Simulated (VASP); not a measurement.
**Pb: single point with B3LYP5**

Pb:

```xyz
1
Lattice="0.0000 2.4750 2.4750 2.4750 0.0000 2.4750 2.4750 2.4750 0.0000" Properties=species:S:1:pos:R:3 pbc="T T T"
Pb    0.0000    0.0000    0.0000
```

```json
{"Program": "VASP 6.6.1", "Task": "single point", "Functional": "B3LYP5", "Potentials or basis": "VASP PAW PBE potentials, release 64 (Pb_d)", "Cutoff": "520 eV", "k mesh": "5 × 5 × 5", "Occupations": "fermi-dirac, width 0.05 eV", "Spin": "no spin polarisation"}
```

The pressure is 3.8 GPa. The band gap on the k mesh is zero (band 7 reaches 15.79 eV, above the bottom of band 8 at 6.76 eV).

Levels at points of the mesh, in eV from the Fermi level:
```
           k point  band 4  band 5  band 6  band 7  band 8  band 9  band 10  band 11
(0.00, 0.00, 0.00)  -18.45  -18.45  -12.83    8.56    8.56    8.56    11.29    13.08
```

Wall time 5.2 min on 1 thread of Intel(R) Xeon(R) Platinum 8488C (Sapphire Rapids), with other jobs on the host, peak memory 0.17 GiB.

Caveat: the k points lie up to 0.44 Å⁻¹ apart; the PAW data sets were made with another functional, which shifts forces and pressure a little; spin-orbit coupling is left out, which moves the levels of the heavy elements.
